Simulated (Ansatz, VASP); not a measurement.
# Two plane-wave programs on Rh

```
Rh
1.0
     0.00000    2.50645    2.50645
     2.50645    0.00000    2.50645
     2.50645    2.50645    0.00000
Rh
2
Direct
  0.50000 0.50000 0.50000
  0.75000 0.75000 0.75000
```

Alike in both runs: task relaxation of cell and atoms; functional PBEsol; k mesh 6 × 6 × 6; occupations gaussian, width 0.1 eV; no spin polarisation.

|  | VASP | Ansatz |
| --- | --- | --- |
| version | VASP 6.6.1 | Ansatz 0.2.0 |
| potentials or method | VASP PAW PBE potentials, release 64 (Rh_pv), cutoff 500 eV | scalar-relativistic, plane waves, PAW |
| valence electrons in the cell | 30 | 34 |

VASP gave:

- gap on the k mesh at the Fermi level, each at its own relaxed structure (eV): none
- relaxed volume (Å³/atom): 19.92
- relaxed cell length with the largest relative difference (Å): 3.834

Task: What did Ansatz give for the same quantities?

Result: gap on the k mesh at the Fermi level, each at its own relaxed structure (eV): none; relaxed volume (Å³/atom): 19.96; relaxed cell length with the largest relative difference (Å): 3.836.

VASP's potentials were made for PBE, not for PBEsol. A gap of «none» marks a metal or a gap that the smearing closes. VASP's potentials hold 30 valence electrons a cell and Ansatz's 34, so a difference there can come from the potentials and not from the codes.

The k mesh is coarse, so the values compare programs but aren't converged. Noted on VASP's run: the volume moved by over 15 % at a fixed basis, so the end points are rough.
